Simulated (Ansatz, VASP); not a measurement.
**One calculation of NaF, two programs**

```xyz
2
Lattice="0.0000 2.3411 2.3411 2.3411 0.0000 2.3411 2.3411 2.3411 0.0000" Properties=species:S:1:pos:R:3 pbc="T T T"
Na    0.0000    0.0000    0.0000
F     2.3411    2.3411    2.3411
```

Change from the starting cell: hydrostatic strain +1.9%.

Alike in both runs: task single point; functional r2SCAN; k mesh 10 × 10 × 10; no spin polarisation.

|  | VASP | Ansatz |
| --- | --- | --- |
| version | VASP 6.6.1 | Ansatz 0.2.0 |
| potentials or method | VASP PAW PBE potentials, release 64 (Na_pv, F) | plane waves, PAW |
| plane-wave cutoff (eV) | 520 | 500 |
| occupations | gaussian, width 0.01 eV | fixed |
| valence electrons in the cell | 14 | 16 |

Ansatz gave:

| Quantity | Value |
| --- | --- |
| gap on the k mesh at the Fermi level (eV) | 6.96 |
| pressure (GPa) | -2.7 |

Which values does VASP return?

gap on the k mesh at the Fermi level (eV): 7.00; pressure (GPa): -3.2.

VASP's potentials were made for PBE, not for r2SCAN. VASP's potentials hold 14 valence electrons a cell and Ansatz's 16, so a difference there can come from the potentials and not from the codes.
